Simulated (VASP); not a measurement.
# BaC5 (P6/mmm) in VASP: a series of runs, part 2 of 2

VASP 6.6.1. The steps go on from the part before.

**4. Relaxation of cell and atoms, PBE**

This run uses another cell than the first one, of 10.71 Å³/atom.

Input file INCAR:

```
SYSTEM = BaC5
PREC = Accurate ; ENCUT = 600
EDIFF = 1E-7 ; ISMEAR = 0
SIGMA = 0.1 ; LREAL = .FALSE.
LASPH = .TRUE. ; NELM = 100
ALGO = Normal ; ISIF = 3
LWAVE = .FALSE. ; LCHARG = .FALSE.
GGA = PE ; IBRION = 2
NSW = 90 ; EDIFFG = -0.04
```

Input file KPOINTS:

```
Automatic mesh
0
G
  6 6 4
  0 0 0
```

Input file POSCAR:

```
BaC5
1.0
    4.1601242100      0.0000000000      0.0000000000
   -2.0800621000      3.6027732500      0.0000000000
    0.0000000000      0.0000000000      4.2891480000
Ba C
1 5
Direct
    0.0000000000      0.0000000000      0.0000000000
    0.5000000000      0.0000000000      0.0000000000
    0.0000000000      0.5000000000      0.0000000000
    0.5000000000      0.5000000000      0.0000000000
    0.3333333300      0.6666666700      0.5000000000
    0.6666666700      0.3333333300      0.5000000000
```

Started as:

```sh
> cat potpaw_PBE.64/Ba_sv/POTCAR potpaw_PBE.64/C/POTCAR > POTCAR
> mpirun -np 1 vasp_std > vasp.out
```

It took 7 min on 1 thread of Intel Xeon 8259CL, shared host; peak memory 0.24 GiB.

Results (log left out):

```yaml
Free_energy: -28.5341 eV
Relaxed_volume: 10.86 Å³/atom
Relaxed_cell: a = 5.181 Å, b = 5.181 Å, c = 2.803 Å, α = 90.00°, β = 90.00°, γ = 120.00°
Space_group_after_relaxing_to_0.1_Å: P6/mmm (No. 191)
Energy_gained_by_relaxing: 1709.8 meV/atom
Ionic_steps: 12
Pressure_after_relaxing: -0.4 GPa
Band_gap_on_the_k_mesh: zero (bands 15 and 16 overlap by 2.98 eV)
```

The path:
```tsv
step	energy change (eV)	largest force (eV/Å)	pressure (GPa)	volume (Å³)
1	0.0000	0.0000	53.13	64.29
2	-5.5313	0.0000	-9.79	101.21
3	-5.4851	0.0000	-4.73	93.58
4	-5.5561	0.0000	-7.98	98.16
5	-7.1055	0.0000	-9.70	90.71
6	-6.4016	0.0000	18.39	63.63
7	-8.2258	0.0000	-11.81	85.14
8	-9.7638	0.0000	-13.03	74.93
9	-9.7735	0.0000	17.30	57.89
10	-10.1772	0.0000	-1.73	65.54
11	-10.1712	0.0000	1.16	64.75
12	-10.2590	0.0000	-0.36	65.18
```

Final structure:
```yaml
crystal:
  lattice:
    - [5.18125, 0.00000, 0.00000]
    - [-2.59063, 4.48710, 0.00000]
    - [0.00000, 0.00000, 2.80345]
  atoms:
    - { symbol: Ba, position: [0.00000, 0.00000, 0.00000] }
    - { symbol: C, position: [0.50000, 0.00000, 0.00000] }
    - { symbol: C, position: [0.00000, 0.50000, 0.00000] }
    - { symbol: C, position: [0.50000, 0.50000, 0.00000] }
    - { symbol: C, position: [0.33333, 0.66667, 0.50000] }
    - { symbol: C, position: [0.66667, 0.33333, 0.50000] }
```

Levels at points of the mesh, in eV from the Fermi level:
| k point | band 13 | band 14 | band 15 | band 16 | band 17 | band 18 |
| --- | --- | --- | --- | --- | --- | --- |
| (0.00, 0.00, 0.00) | 1.04 | 1.20 | 1.72 | 1.72 | 1.86 | 2.27 |
| (0.50, 0.00, 0.00) | -1.05 | -0.30 | 0.06 | 0.46 | 0.71 | 1.77 |
| (0.00, 0.00, 0.50) | -1.71 | -1.71 | -0.25 | -0.25 | 1.71 | 3.22 |
| (0.50, 0.00, 0.50) | -1.62 | -1.59 | -1.54 | -1.26 | 0.30 | 1.01 |

Caveat: the k points lie up to 0.56 Å⁻¹ apart in the final cell, too coarse for converged energies and pressures of a metal; a cell axis changed by over 15 % at a fixed basis, so the end point is rough; spin-orbit coupling is left out, which moves the levels of the heavy elements.

**5. Relaxation of cell and atoms, PBE**

Input file INCAR:

```
SYSTEM = BaC5
ALGO     = Normal         ! electronic algorithm
EDIFF    = 1E-6           ! SCF threshold, eV
EDIFFG   = -0.04          ! ionic threshold
ENCUT    = 600            ! plane-wave cutoff, eV
GGA      = PE             ! functional
IBRION   = 2              ! ionic algorithm
ISIF     = 3              ! what is computed and relaxed
ISMEAR   = 0              ! smearing method
LASPH    = .True.         ! aspherical terms in the spheres
LCHARG   = .False.        ! write CHGCAR
LREAL    = .False.        ! projectors in reciprocal space
LWAVE    = .False.        ! write WAVECAR
NELM     = 100            ! most SCF steps
NSW      = 90             ! ionic steps
PREC     = Accurate       ! precision mode
SIGMA    = 0.1            ! smearing width, eV
```

Input file KPOINTS:

```
k-points
0
Gamma
  6 6 6
  0 0 0
```

Input file POSCAR:

```
BaC5
1.0
    5.1334313524      0.0000000000      0.0000000000
   -2.5667156762      4.4456819598      0.0000000000
    0.0000000000      0.0000000000      2.7644210920
Ba C
1 5
Direct
    0.0000000000      0.0000000000      0.0000000000
    0.5000000000      0.0000000000      0.0000000000
    0.0000000000      0.5000000000      0.0000000000
    0.5000000000      0.5000000000      0.0000000000
    0.3333333333      0.6666666667      0.5000000000
    0.6666666667      0.3333333333      0.5000000000
```

Started as:

```sh
> cat potpaw_PBE.64/Ba_sv/POTCAR potpaw_PBE.64/C/POTCAR > POTCAR
> mpirun -np 1 vasp_std > vasp.out
```

Run time: 1.9 min. Hardware: 1 thread of Intel Xeon 8259CL, shared host; peak memory 0.23 GiB.

It converged, with:

```yaml
Free_energy: -28.5904 eV
Relaxed_volume: 10.84 Å³/atom
Relaxed_cell: a = 5.184 Å, b = 5.184 Å, c = 2.794 Å, α = 90.00°, β = 90.00°, γ = 120.00°
Space_group_after_relaxing_to_0.1_Å: P6/mmm (No. 191)
Energy_gained_by_relaxing: 3.5 meV/atom
Ionic_steps: 5
Pressure_after_relaxing: 0.0 GPa
Band_gap_on_the_k_mesh: zero (bands 15 and 16 overlap by 2.95 eV)
```

The path:
```
step  energy change (eV)  largest force (eV/Å)  pressure (GPa)  volume (Å³)
   1              0.0000                0.0000            3.57        63.09
   2             -0.0203                0.0000           -0.43        65.25
   3             -0.0207                0.0000            0.06        64.97
   4             -0.0209                0.0000           -0.04        65.07
   5             -0.0211                0.0000            0.01        65.03
```

Final structure:
```cif
data_structure
_symmetry_space_group_name_H-M 'P 1'
_symmetry_Int_Tables_number 1
_cell_length_a 5.1844
_cell_length_b 5.1844
_cell_length_c 2.7938
_cell_angle_alpha 90.000
_cell_angle_beta 90.000
_cell_angle_gamma 120.000
_cell_volume 65.03
loop_
_atom_site_label
_atom_site_type_symbol
_atom_site_fract_x
_atom_site_fract_y
_atom_site_fract_z
_atom_site_occupancy
Ba1 Ba 0.00000 0.00000 0.00000 1
C1 C 0.50000 0.00000 0.00000 1
C2 C 0.00000 0.50000 0.00000 1
C3 C 0.50000 0.50000 0.00000 1
C4 C 0.33333 0.66667 0.50000 1
C5 C 0.66667 0.33333 0.50000 1
```

Levels at points of the mesh, in eV from the Fermi level:
```csv
k point,band 11,band 12,band 13,band 14,band 15,band 16,band 17,band 18,band 19
"(0.00, 0.00, 0.00)",-2.53,-1.89,1.07,1.25,1.73,1.73,1.96,1.96,2.25
"(0.50, 0.00, 0.00)",-2.95,-2.03,-0.98,-0.28,0.07,0.54,0.73,1.87,3.01
"(0.00, 0.00, 0.50)",-5.53,-5.53,-1.72,-1.72,-0.22,-0.22,1.76,3.01,3.01
"(0.50, 0.00, 0.50)",-4.41,-3.35,-1.61,-1.54,-1.51,-1.22,0.30,1.05,1.43
```

Caveat: the k points lie up to 0.37 Å⁻¹ apart in the final cell, too coarse for converged energies and pressures of a metal; spin-orbit coupling is left out, which moves the levels of the heavy elements.

**6. Relaxation of cell and atoms, PBE**

Input file INCAR:

```
SYSTEM = BaC5
PREC = Accurate
ENCUT = 910
EDIFF = 1E-7
ISMEAR = 0
SIGMA = 0.1
LREAL = .False.
LASPH = .True.
NELM = 120
ALGO = Normal
ISIF = 3
LWAVE = .False.
LCHARG = .False.
GGA = PE
IBRION = 2
NSW = 100
EDIFFG = -0.01
GGA_COMPAT = .False.
NELMIN = 4
```

Input file KPOINTS:

```
Automatic mesh
0
Gamma
  9 9 14
  0 0 0
```

Changes to POSCAR since step 5:

```diff
@@ -2,5 +2,5 @@
 1.0
-    5.1334313524      0.0000000000      0.0000000000
-   -2.5667156762      4.4456819598      0.0000000000
-    0.0000000000      0.0000000000      2.7644210920
+    5.1352948813      0.0000000000      0.0000000000
+   -2.5676474407      4.4472958232      0.0000000000
+    0.0000000000      0.0000000000      2.7599281016
 Ba C
```

Potentials or basis: VASP PAW PBE potentials, release 64 (Ba_sv, C_h).

Started as:

```sh
> cat potpaw_PBE.64/Ba_sv/POTCAR potpaw_PBE.64/C_h/POTCAR > POTCAR
> mpirun -np 1 vasp_std > vasp.out
```

OUTCAR:

```text
SYSTEM = BaC5
   PREC = Accurate
   ENCUT = 910
   EDIFF = 1E-7
   ISMEAR = 0
   LREAL = .False.
   LASPH = .True.
   NELM = 120
   ISIF = 3
   GGA = PE
   IBRION = 2
   NSW = 100
   EDIFFG = -0.01
   NELMIN = 4

 ion  position               nearest neighbor table
   1  0.000  0.000  0.000-   2 2.57   2 2.57   4 2.57   4 2.57   3 2.57   3 2.57
   2  0.500  0.000  0.000-   1 2.57   1 2.57
   3  0.000  0.500  0.000-   1 2.57   1 2.57
   4  0.500  0.500  0.000-   1 2.57   1 2.57
   5  0.333  0.667  0.500-
   6  0.667  0.333  0.500-

  LATTYP: Found a hexagonal cell.
 ALAT       =     5.1352948813
 C/A-ratio  =     0.5374429639

  Lattice vectors:

 A1 = (   5.1352948813,   0.0000000000,   0.0000000000)
[... 391 lines left out ...]
  ext. energy  EPLUGINS =         0.00000000
  ---------------------------------------------------
  free energy    TOTEN  =       -28.55139038 eV

  energy without entropy =      -28.53289053  energy(sigma->0) =      -28.54214046

 E-fermi :   6.2714     XC(G=0): -11.6851

 val. band max:        6.2635765986   @ k =   0.2222  -0.0000   0.1429
 cond. band min:       6.2770294920   @ k =   0.3333   0.1111   0.5000
 fundamental gap:      0.0134528934
 Fermi energy:         6.2714318371

 k-point     1 :       0.0000    0.0000    0.0000
  band No.  band energies     occupation
      1     -22.0249      2.00000
      2      -9.2464      2.00000
      3      -7.5404      2.00000
      4      -7.5404      2.00000
      5      -5.4550      2.00000
      6      -4.4390      2.00000
[... 505 lines left out ...]
      6      -4.3153      2.00000
[... 11 lines left out ...]
     18       8.6814      0.00000
     19       8.6814      0.00000

 [... further k-points ...]

------------------------ aborting loop because EDIFF is reached ----------------------------------------

  FORCE on cell =-STRESS in cart. coord.  units (eV):
  Direction    XX          YY          ZZ          XY          YZ          ZX
  --------------------------------------------------------------------------------------
  -------------------------------------------------------------------------------------
  Total       -0.0321707     -0.0321707     -0.0177798      0.0000000      0.0000000      0.0000000
  in kB       -0.7920635     -0.7920635     -0.4377509      0.0000000      0.0000000      0.0000000
  external PRESSURE =      -0.6739593 kB  Pullay stress =       0.0000000 kB
[... 21 lines left out ...]
  FREE ENERGIE OF THE ION-ELECTRON SYSTEM (eV)
  ---------------------------------------------------
  free  energy   TOTEN  =       -28.5513903836 eV

  energy  without entropy=      -28.5328905273  energy(sigma->0) =      -28.54214046

 reached required accuracy - stopping structural energy minimisation
```

CONTCAR:

```text
BaC5
   1.00000000000000
     5.1928218804430557   -0.0000000000006455    0.0000000000000000
    -2.5964109402726470    4.4971156658640439   -0.0000000000000000
     0.0000000000000000    0.0000000000000000    2.7865899793732529
  Ba              C
     1     5
Direct
     0.0000000000000000    0.0000000000000000    0.0000000000000000
     0.5000000000000000    0.0000000000000000    0.0000000000000000
     0.0000000000000000    0.5000000000000000    0.0000000000000000
     0.5000000000000000    0.5000000000000000    0.0000000000000000
     0.3333333332999970    0.6666666667000030    0.5000000000000000
     0.6666666667000030    0.3333333332999970    0.5000000000000000

  0.00000000E+00  0.00000000E+00  0.00000000E+00
  0.00000000E+00  0.00000000E+00  0.00000000E+00
  0.00000000E+00  0.00000000E+00  0.00000000E+00
  0.00000000E+00  0.00000000E+00  0.00000000E+00
  0.00000000E+00  0.00000000E+00  0.00000000E+00
  0.00000000E+00  0.00000000E+00  0.00000000E+00
```

Wall time 9.5 min (1 thread of Intel Xeon 6975P-C (Granite Rapids), shared host); peak memory 0.46 GiB.

What came out:

* Free energy: -28.5514 eV
* Relaxed volume: 10.85 Å³/atom
* Relaxed cell: a = 5.193 Å, b = 5.193 Å, c = 2.787 Å, α = 90.00°, β = 90.00°, γ = 120.00°
* Space group after relaxing (to 0.1 Å): P6/mmm (No. 191)
* Energy gained by relaxing: 3.7 meV/atom
* Ionic steps: 6
* Pressure after relaxing: -0.1 GPa
* Band gap on the k mesh: zero (bands 15 and 16 overlap by 2.88 eV)

Step by step:
| step | energy change (eV) | largest force (eV/Å) | pressure (GPa) | volume (Å³) |
| --- | --- | --- | --- | --- |
| 1 | 0.0000 | 0.0000 | 3.58 | 63.03 |
| 2 | -0.0217 | 0.0000 | -0.30 | 65.20 |
| 3 | -0.0220 | 0.0000 | 0.10 | 64.98 |
| 4 | -0.0220 | 0.0000 | 0.01 | 65.02 |
| 5 | -0.0222 | 0.0000 | -0.10 | 65.10 |
| 6 | -0.0222 | 0.0000 | -0.07 | 65.07 |

Final structure:
```
Ba C
1.0
     5.19282    0.00000    0.00000
    -2.59641    4.49712    0.00000
     0.00000    0.00000    2.78659
Ba C
1 5
Direct
  0.00000 0.00000 0.00000
  0.50000 0.00000 0.00000
  0.00000 0.50000 0.00000
  0.50000 0.50000 0.00000
  0.33333 0.66667 0.50000
  0.66667 0.33333 0.50000
```

Caveat: the cutoff is under 1.25 times the usual one of these potentials, so pressure, stress and relaxed cells hold a basis-set (Pulay) error; spin-orbit coupling is left out, which moves the levels of the heavy elements.

**7. Overview**

```tsv
task	potentials or basis	cell	k mesh	cutoff (eV)	gap on the mesh (eV)	pressure (GPa)	relaxed volume (Å³/atom)
single point	VASP PAW PBE potentials, release 64 (Ba_sv, C)	a = 5.133, b = 5.133, c = 2.764 Å, angles 90.0, 90.0, 120.0°, 6 atoms	6 × 6 × 4	520	none	4.1	-
single point	VASP PAW PBE potentials, release 64 (Ba_sv, C)	a = 5.135, b = 5.135, c = 2.760 Å, angles 90.0, 90.0, 120.0°, 6 atoms	6 × 6 × 6	520	none	3.7	-
relaxation of cell and atoms	VASP PAW PBE potentials, release 64 (Ba_sv, C)	relaxed from a = 4.160, b = 4.160, c = 4.289 Å, angles 90.0, 90.0, 120.0°, 6 atoms	6 × 6 × 4	600	none	-0.4	10.86
relaxation of cell and atoms	VASP PAW PBE potentials, release 64 (Ba_sv, C)	relaxed from a = 5.133, b = 5.133, c = 2.764 Å, angles 90.0, 90.0, 120.0°, 6 atoms	6 × 6 × 6	600	none	0.0	10.84
relaxation of cell and atoms	VASP PAW PBE potentials, release 64 (Ba_sv, C_h)	relaxed from a = 5.135, b = 5.135, c = 2.760 Å, angles 90.0, 90.0, 120.0°, 6 atoms	9 × 9 × 14	910	none	-0.1	10.85
```

Alike in all rows: level PBE; no spin polarisation; smearing gaussian 0.1 eV.

Caveats: some runs use coarse meshes; spin-orbit coupling is left out, which moves the levels of the heavy elements; a cell axis changed by over 15 % at a fixed basis, so the end point is rough (at least some runs); the cutoff is under 1.25 times the usual one of these potentials, so pressure, stress and relaxed cells hold a basis-set (Pulay) error (at least some runs).

Total energies depend on the potentials used, so only differences within one code and one set of settings carry meaning.
